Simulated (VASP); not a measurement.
# Sb (Pm-3m) in VASP: settings compared, part 2 of 3

VASP 6.6.1. Earlier steps stand in the parts before.

**4. Relaxation of cell and atoms, PBEsol-based screened hybrid**

This run uses another cell than the first one, of 31.55 Å³/atom, 0.800 times its volume.

Input file POSCAR:

```
Sb
1.0
    3.1600000000      0.0000000000      0.0000000000
    0.0000000000      3.1600000000      0.0000000000
    0.0000000000      0.0000000000      3.1600000000
Sb
1
Direct
    0.0000000000      0.0000000000      0.0000000000
```

Input file INCAR.step1:

```
SYSTEM = Sb
ALGO     = Normal         ! electronic algorithm
EDIFF    = 1E-5           ! SCF threshold, eV
ENCUT    = 600            ! plane-wave cutoff, eV
GGA      = PE             ! functional
ISMEAR   = -1             ! smearing method
LASPH    = .TRUE.         ! aspherical terms in the spheres
LCHARG   = .FALSE.        ! write CHGCAR
LREAL    = .FALSE.        ! projectors in reciprocal space
LWAVE    = .TRUE.         ! write WAVECAR
NBANDS   = 8              ! bands
NELM     = 100            ! most SCF steps
PREC     = Accurate       ! precision mode
SIGMA    = 0.05           ! smearing width, eV
```

Input file INCAR.step2:

```
SYSTEM = Sb
AEXX     = 0.25           ! exact-exchange fraction
ALGO     = Normal         ! electronic algorithm
EDIFF    = 1E-6           ! SCF threshold, eV
EDIFFG   = -0.01          ! ionic threshold
ENCUT    = 600            ! plane-wave cutoff, eV
GGA      = PS             ! functional
HFSCREEN = 0.207          ! screening, 1/A
IBRION   = 2              ! ionic algorithm
ISIF     = 3              ! what is computed and relaxed
ISMEAR   = -1             ! smearing method
ISTART   = 1            
LASPH    = .TRUE.         ! aspherical terms in the spheres
LCHARG   = .FALSE.        ! write CHGCAR
LHFCALC  = .TRUE.         ! exact exchange
LREAL    = .FALSE.        ! projectors in reciprocal space
LWAVE    = .FALSE.        ! write WAVECAR
NELM     = 100            ! most SCF steps
NSW      = 60             ! ionic steps
PREC     = Accurate       ! precision mode
PRECFOCK = Normal       
SIGMA    = 0.05           ! smearing width, eV
```

Input file KPOINTS:

```
k-points
0
G
  4 4 4
  0 0 0
```

Started as:

```
cat potpaw_PBE.64/Sb/POTCAR > POTCAR
cp INCAR.step1 INCAR
mpirun -np 1 vasp_std > vasp.out
cp INCAR.step2 INCAR
mpirun -np 1 vasp_std > vasp.out
```

Run time: 2.8 min. Hardware: 1 thread of Intel Xeon Platinum 8488C (Sapphire Rapids), shared host; peak memory 0.27 GiB.

Results (log left out):

```yaml
Free_energy: -4.9174 eV
Relaxed_volume: 27.30 Å³/atom
Relaxed_cell: a = 3.011 Å, b = 3.011 Å, c = 3.011 Å, α = 90.00°, β = 90.00°, γ = 90.00°
Space_group_after_relaxing_to_0.05_Å: Pm-3m (No. 221)
Energy_gained_by_relaxing: 118.1 meV/atom
Ionic_steps: 5
Pressure_after_relaxing: -0.1 GPa
```

Step by step:
```tsv
step	energy change (eV)	largest force (eV/Å)	pressure (GPa)	volume (Å³)
1	0.0000	0.0000	-7.66	31.55
2	-0.0729	0.0000	7.40	25.16
3	-0.1181	0.0000	-0.06	27.30
4	-0.1181	0.0000	0.12	27.22
5	-0.1181	0.0000	-0.05	27.30
```

Final structure:
```
Sb
1.0
     3.01107    0.00000    0.00000
     0.00000    3.01107    0.00000
     0.00000    0.00000    3.01107
Sb
1
Cartesian
  0.0000 0.0000 3.0111
```

Levels at points of the mesh, in eV from the Fermi level:
| k point | band 1 | band 2 | band 3 | band 4 | band 5 | band 6 |
| --- | --- | --- | --- | --- | --- | --- |
| (0.00, 0.00, 0.00) | -14.87 | 3.67 | 3.67 | 3.67 | 7.21 | 7.21 |
| (0.50, 0.00, 0.00) | -11.80 | -7.34 | 6.26 | 6.26 | 9.61 | 11.43 |
| (0.50, 0.50, 0.00) | -8.38 | -4.76 | -4.76 | 1.90 | 8.91 | 14.14 |
| (0.50, 0.50, 0.50) | -4.44 | -2.36 | -2.36 | -2.36 | 4.93 | 4.93 |

Caveat: the k points lie up to 0.52 Å⁻¹ apart in the final cell; the PAW data sets were made with another functional, which shifts forces and pressure a little; spin-orbit coupling is left out, which moves the levels of the heavy elements; the volume moved by -13 % from the deposited cell, more than functionals usually miss.

**5. Relaxation of cell and atoms, HF**

This run uses another cell than the first one, of 31.55 Å³/atom, 0.800 times its volume.

POSCAR is that of step 4.

Input file INCAR.step1:

```
ALGO     = Normal         # electronic algorithm
EDIFF    = 1E-5           # SCF threshold, eV
ENCUT    = 600            # plane-wave cutoff, eV
GGA      = PE             # functional
ISMEAR   = -1             # smearing method
LASPH    = True           # aspherical terms in the spheres
LCHARG   = False          # write CHGCAR
LREAL    = False          # projectors in reciprocal space
LWAVE    = True           # write WAVECAR
NBANDS   = 8              # bands
NELM     = 80             # most SCF steps
PREC     = Accurate       # precision mode
SIGMA    = 0.05           # smearing width, eV
```

Input file INCAR.step2:

```
AEXX     = 1.0            # exact-exchange fraction
AGGAC    = 0.0          
ALDAC    = 0.0          
ALGO     = Normal         # electronic algorithm
EDIFF    = 1E-6           # SCF threshold, eV
EDIFFG   = -0.01          # ionic threshold
ENCUT    = 600            # plane-wave cutoff, eV
GGA      = PE             # functional
IBRION   = 2              # ionic algorithm
ISIF     = 3              # what is computed and relaxed
ISMEAR   = -1             # smearing method
ISTART   = 1            
LASPH    = True           # aspherical terms in the spheres
LCHARG   = False          # write CHGCAR
LHFCALC  = True           # exact exchange
LREAL    = False          # projectors in reciprocal space
LWAVE    = False          # write WAVECAR
NELM     = 80             # most SCF steps
NSW      = 60             # ionic steps
PREC     = Accurate       # precision mode
PRECFOCK = Normal       
SIGMA    = 0.05           # smearing width, eV
```

Input file KPOINTS:

```
k-points
0
Gamma
  4 4 4
```

Potentials or basis: VASP PAW PBE potentials, release 64 (Sb).

Started as:

```
cat potpaw_PBE.64/Sb/POTCAR > POTCAR
cp INCAR.step1 INCAR
mpirun -np 1 vasp_std > vasp.out
cp INCAR.step2 INCAR
mpirun -np 1 vasp_std > vasp.out
```

OUTCAR:

```text
AEXX = 1.0
   EDIFF = 1E-6
   EDIFFG = -0.01
   ENCUT = 600
   GGA = PE
   IBRION = 2
   ISIF = 3
   ISMEAR = -1
   ISTART = 1
   LASPH = True
   LHFCALC = True
   LREAL = False
   NELM = 80
   NSW = 60
   PREC = Accurate
   PRECFOCK = Normal

 ion  position               nearest neighbor table
   1  0.000  0.000  0.000-

  LATTYP: Found a simple cubic cell.
 ALAT       =     3.1600000000

  Lattice vectors:

 A1 = (   3.1600000000,   0.0000000000,   0.0000000000)
 A2 = (   0.0000000000,   3.1600000000,   0.0000000000)
 A3 = (   0.0000000000,   0.0000000000,   3.1600000000)

Analysis of symmetry for initial positions (statically):
=====================================================================
 Subroutine PRICEL returns:
 Original cell was already a primitive cell.

 Routine SETGRP: Setting up the symmetry group for a
 simple cubic supercell.

 Subroutine GETGRP returns: Found 48 space group operations
 (whereof 48 operations were pure point group operations)
 out of a pool of 48 trial point group operations.

The static configuration has the point symmetry O_h .

Analysis of symmetry for dynamics (positions and initial velocities):
=====================================================================
 Subroutine PRICEL returns:
 Original cell was already a primitive cell.

 Routine SETGRP: Setting up the symmetry group for a
 simple cubic supercell.

 Subroutine GETGRP returns: Found 48 space group operations
 (whereof 48 operations were pure point group operations)
 out of a pool of 48 trial point group operations.

The dynamic configuration has the point symmetry O_h .

 Subroutine INISYM returns: Found 48 space group operations
 (whereof 48 operations are pure point group operations),
 and found     1 'primitive' translations

----------------------------------------------------------------------------------------

                                     Primitive cell

  volume of cell :      31.5545

  direct lattice vectors                    reciprocal lattice vectors
     3.160000000  0.000000000  0.000000000     0.316455696  0.000000000  0.000000000
     0.000000000  3.160000000  0.000000000     0.000000000  0.316455696  0.000000000
     0.000000000  0.000000000  3.160000000     0.000000000  0.000000000  0.316455696

  length of vectors
     3.160000000  3.160000000  3.160000000     0.316455696  0.316455696  0.316455696

  position of ions in fractional coordinates (direct lattice)
     0.000000000  0.000000000  0.000000000

  ion indices of the primitive-cell ions
   primitive index   ion index
                 1           1

----------------------------------------------------------------------------------------

 KPOINTS: k-points

Automatic generation of k-mesh.
 Grid dimensions read from file:
 generate k-points for:    4    4    4

 Generating k-lattice:

[... 24 lines left out ...]
  0.250000  0.250000  0.250000      8.000000
  0.500000  0.250000  0.250000     12.000000
  0.500000  0.500000  0.250000      6.000000
  0.500000  0.500000  0.500000      1.000000
   k-points           NKPTS =     10   k-points in BZ     NKDIM =     64   number of bands    NBANDS=      6
   number of dos      NEDOS =    301   number of ions     NIONS =      1
   total plane-waves  NPLWV =  21952
   dimension x,y,z NGX =    28 NGY =   28 NGZ =   28
   dimension x,y,z NGXF=    56 NGYF=   56 NGZF=   56
   ions per type =               1
   NGX,Y,Z   is equivalent  to a cutoff of  14.73, 14.73, 14.73 a.u.
   NGXF,Y,Z  is equivalent  to a cutoff of  29.46, 29.46, 29.46 a.u.
 SYSTEM =  unknown system
   PREC   = accura    normal or accurate (medium, high low for compatibility)
   ISTART =      1    job   : 0-new  1-cont  2-samecut
   ICHARG =      0    charge: 1-file 2-atom 10-const
   ISPIN  =      1    spin polarized calculation?
   LNONCOLLINEAR =      F non collinear calculations
   LSORBIT =      F    spin-orbit coupling
   LASPH  =      T    aspherical Exc in radial PAW
   ENCUT  =  600.0 eV  44.10 Ry    6.64 a.u.   6.31  6.31  6.31*2*pi/ulx,y,z
   NELM   =     80;   NELMIN=  2; NELMDL=  0     # of ELM steps
   EDIFF  = 0.1E-05   stopping-criterion for ELM
   LREAL  =      F    real-space projection
   EDIFFG = -.1E-01   stopping-criterion for IOM
   NSW    =     60    number of steps for IOM
   IBRION =      2    ionic relax: 0-MD 1-quasi-New 2-CG
   NFREE  =      1    steps in history (QN), initial steepest desc. (CG)
   ISIF   =      3    stress and relaxation
   ISYM   =      3    0-nonsym 1-usesym 2-fastsym
   POTIM  = 0.5000    time-step for ionic-motion
   TEBEG  =    0.0;   TEEND  =   0.0 temperature during run
   PSTRESS=    0.0 pullay stress
   NELECT =       5.0000    total number of electrons
   NUPDOWN=      -1.0000    fix difference up-down
   EMIN   =  10.00;   EMAX   =-10.00  energy-range for DOS
   EFERMI =   0.00;   METHOD = LEGACY
   ISMEAR =    -1;   SIGMA  =   0.05  broadening in eV -4-tet -1-fermi 0-gaus
   EFERMI_NEDOS =   21; number of points for ismear=-14 and -15
   IALGO  =     38    algorithm
   IMIX   =      1    mixing-type and parameters
     AMIX     =   0.40;   BMIX     =  1.00
     AMIX_MAG =   1.60;   BMIX_MAG =  1.00
  volume/ion in A,a.u.               =      31.55       212.94
  Fermi-wavevector in a.u.,A,eV,Ry     =   0.885886  1.674081 10.677766  0.784794
  Thomas-Fermi vector in A             =   2.006979
   LORBIT       =      0    0 simple, 1 ext, 2 COOP (PROOUT), +10 PAW based schemes
   GGA     = PE    functional components
   LHFCALC =     T    Hartree Fock is set to
   PRECFOCK=normal    Normal, Fast or Accurate (Low or Medium for compatibility)
   ENCUT4O =  -1.0   cutoff for four orbital integrals eV
   NKREDX  =     1    reduce k-point grid by
   NKREDY  =     1    reduce k-point grid by
   NKREDZ  =     1    reduce k-point grid by
   AEXX    =    1.0000 exact exchange contribution
   HFSCREEN=    0.0000 screening length (either q_TF or 0.3 A-1)
   HFSCREENC=   0.0000 screening length for correlation (either q_TF or 0.3 A-1)
   ENCUTFOCK=  -1.0 apply spherical cutoff to Coloumb kernel
   IVDW    =     0    specifies the selected vdW correction
   LEPSILON=     F    determine dielectric tensor
   LRPA    =     F    only Hartree local field effects (RPA)
 conjugate gradient relaxation of ions
 non-spin polarized calculation
  energy-cutoff  :      600.00
  volume of cell :       31.55
 maximum number of plane-waves:      1074
 NGX is ok and might be reduce to    28
  NGX = 20; NGY = 20; NGZ = 20

--------------------------------------- Ionic step        1  -------------------------------------------

 number of electron       5.0000000 magnetization

 Free energy of the ion-electron system (eV)
  ---------------------------------------------------
  ext. energy  EPLUGINS =         0.00000000
  ---------------------------------------------------
  free energy    TOTEN  =       -29.34401668 eV

  energy without entropy =      -29.33347284  energy(sigma->0) =      -29.33874476

------------------------ aborting loop because EDIFF is reached ----------------------------------------

  FORCE on cell =-STRESS in cart. coord.  units (eV):
  Direction    XX          YY          ZZ          XY          YZ          ZX
  --------------------------------------------------------------------------------------
  -------------------------------------------------------------------------------------
  Total       -7.3949105     -7.3949105     -7.3949105     -0.0000000     -0.0000000     -0.0000000
  in kB     -375.4760645   -375.4760645   -375.4760645     -0.0000000     -0.0000000     -0.0000000
  external PRESSURE =    -375.4760645 kB  Pullay stress =       0.0000000 kB
[... 92 lines left out ...]
--------------------------------------- Ionic step        4  -------------------------------------------

 number of electron       5.0000000 magnetization

 E-fermi :   7.8847     XC(G=0):   0.0000

 val. band max:        3.4990195292   @ k =   0.5000   0.5000   0.0000
 cond. band min:       7.9395917167   @ k =   0.5000   0.2500   0.0000
 fundamental gap:      4.4405721874
 Fermi energy:         7.8846600352

 k-point     1 :       0.0000    0.0000    0.0000
  band No.  band energies     occupation
      1      -8.8201      2.00000
      2      10.0132      0.00000
      3      10.0132      0.00000
      4      10.0132      0.00000
      5      22.9195      0.00000
      6      22.9195      0.00000
[... 218 lines left out ...]
--------------------------------------- Ionic step        8  -------------------------------------------

 number of electron       5.0000000 magnetization

 Free energy of the ion-electron system (eV)
  ---------------------------------------------------
  ext. energy  EPLUGINS =         0.00000000
  ---------------------------------------------------
  free energy    TOTEN  =       -32.48046081 eV

  energy without entropy =      -32.46991703  energy(sigma->0) =      -32.47518892

 E-fermi :  13.9309     XC(G=0):   0.0000

 val. band max:        9.7102794466   @ k =   0.5000   0.5000   0.0000
 cond. band min:      13.9858781984   @ k =   0.2500   0.2500   0.0000
 fundamental gap:      4.2755987518
 Fermi energy:        13.9309475840

 k-point     1 :       0.0000    0.0000    0.0000
  band No.  band energies     occupation
      1      -7.7005      2.00000
      2      16.5238      0.00000
      3      16.5238      0.00000
      4      16.5238      0.00000
      5      29.9942      0.00000
      6      29.9942      0.00000
[... 107 lines left out ...]
  FREE ENERGIE OF THE ION-ELECTRON SYSTEM (eV)
  ---------------------------------------------------
  free  energy   TOTEN  =       -32.4804608092 eV

  energy  without entropy=      -32.4699170252  energy(sigma->0) =      -32.47518892

 reached required accuracy - stopping structural energy minimisation
```

Wall time 6.7 min (1 thread of Intel Xeon Platinum 8488C (Sapphire Rapids), shared host); peak memory 0.21 GiB.

What came out:

- Free energy: -32.4805 eV
- Relaxed volume: 17.01 Å³/atom
- Relaxed cell: a = 2.572 Å, b = 2.572 Å, c = 2.572 Å, α = 90.00°, β = 90.00°, γ = 90.00°
- Space group after relaxing (to 0.05 Å): Pm-3m (No. 221)
- Energy gained by relaxing: 3136.4 meV/atom
- Ionic steps: 8
- Pressure after relaxing: 0.1 GPa

The path:
```
step  energy change (eV)  largest force (eV/Å)  pressure (GPa)  volume (Å³)
   1              0.0000                0.0000          -37.55        31.55
   2              9.6217                0.0000          862.87         8.40
   3             -1.1074                0.0000          -41.08        27.04
   4             -1.9633                0.0000          -40.23        23.71
   5             -2.8222                0.0000           50.98        14.76
   6             -3.0625                0.0000          -16.50        18.36
   7             -3.1335                0.0000           -3.72        17.27
   8             -3.1364                0.0000            0.09        17.01
```

Final structure:
```yaml
crystal:
  lattice:
    - [2.57162, 0.00000, 0.00000]
    - [0.00000, 2.57162, 0.00000]
    - [0.00000, 0.00000, 2.57162]
  atoms:
    - { symbol: Sb, position: [0.00000, 0.00000, 0.00000] }
```

Levels at points of the mesh, in eV from the Fermi level:
| k point | band 1 | band 2 | band 3 | band 4 | band 5 | band 6 |
| --- | --- | --- | --- | --- | --- | --- |
| (0.00, 0.00, 0.00) | -21.63 | 2.59 | 2.59 | 2.59 | 16.06 | 16.06 |
| (0.50, 0.00, 0.00) | -19.18 | -13.91 | 5.45 | 5.45 | 14.70 | 20.77 |
| (0.50, 0.50, 0.00) | -15.58 | -15.58 | -4.22 | 6.26 | 7.40 | 17.61 |
| (0.50, 0.50, 0.50) | -12.36 | -12.36 | -12.36 | 11.48 | 11.48 | 11.76 |

Caveat: the k points lie up to 0.61 Å⁻¹ apart in the final cell; the volume moved by over 15 % at a fixed basis, so the end points are rough; the PAW data sets were made with another functional, which shifts forces and pressure a little; spin-orbit coupling is left out, which moves the levels of the heavy elements; the volume moved by -46 % from the deposited cell, more than functionals usually miss.

(Part 2 of 3 ends here.)
